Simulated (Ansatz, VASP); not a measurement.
WSe2 in VASP and in Ansatz

File INCAR:

```
  PREC = Accurate
  ENCUT = 520
  EDIFF = 1E-6
  ISMEAR = 0
  SIGMA = 0.05
  LREAL = False
  LASPH = True
  NELM = 80
  ALGO = Normal
  ISIF = 2
  LWAVE = False
  LCHARG = False
  GGA = PS
  NBANDS = 35
```

File KPOINTS:

```
Automatic mesh
0
Gamma
  9 9 2
```

File POSCAR:

```
WSe2
1.0
    3.2863959529      0.0000000000      0.0000000000
   -1.6431979765      2.8461023821      0.0000000000
    0.0000000000      0.0000000000     13.5984183447
W Se
2 4
Direct
    0.6666666700      0.3333333300      0.7500000000
    0.3333333300      0.6666666700      0.2500000000
    0.3333333300      0.6666666700      0.8710007900
    0.6666666700      0.3333333300      0.3710007900
    0.3333333300      0.6666666700      0.6289992100
    0.6666666700      0.3333333300      0.1289992100
```

Input for Ansatz:

```yaml
crystal:
  lattice:
    - [3.2863959529, 0.0, 0.0]
    - [-1.6431979765, 2.8461023821, 0.0]
    - [0.0, 0.0, 13.5984183447]
  atoms:
    - { symbol: W, position: [0.66666667, 0.33333333, 0.75] }
    - { symbol: W, position: [0.33333333, 0.66666667, 0.25] }
    - { symbol: Se, position: [0.33333333, 0.66666667, 0.87100079] }
    - { symbol: Se, position: [0.66666667, 0.33333333, 0.37100079] }
    - { symbol: Se, position: [0.33333333, 0.66666667, 0.62899921] }
    - { symbol: Se, position: [0.66666667, 0.33333333, 0.12899921] }
hamiltonian:
  xc: pbesol
  pseudopotentials:
    kind: all_electron
    lapw: { basis_error: 0.0003, muffin_tin_radii: { Se: 1.095, W: 1.281 } }
kpoints:
  mp_grid: { grid: [9, 9, 2] }
scf:
  occupations: { method: gaussian, width: 0.05 }
  convergence: { dr2_threshold: 1.0e-09 }
output:
  eigenvalues: true
```

Alike in both runs: task single point; functional PBEsol; k mesh 9 × 9 × 2; occupations gaussian, width 0.05 eV; no spin polarisation.

|  | VASP | Ansatz |
| --- | --- | --- |
| version | VASP 6.6.1 | Ansatz 0.2.0 |
| potentials or method | VASP PAW PBE potentials, release 64 (W_sv, Se), cutoff 520 eV | all-electron LAPW, scalar-relativistic |

|  | VASP | Ansatz | Ansatz less VASP |
| --- | --- | --- | --- |
| gap on the k mesh at the Fermi level (eV) | 1.27 | 1.28 | +0.006 |
| least direct gap on the mesh (eV) | 1.51 | 1.51 | +0.004 |

VASP's potentials were made for PBE, not for PBEsol. Ansatz ran all-electron here, and VASP with PAW potentials.

Spin-orbit coupling is off throughout.
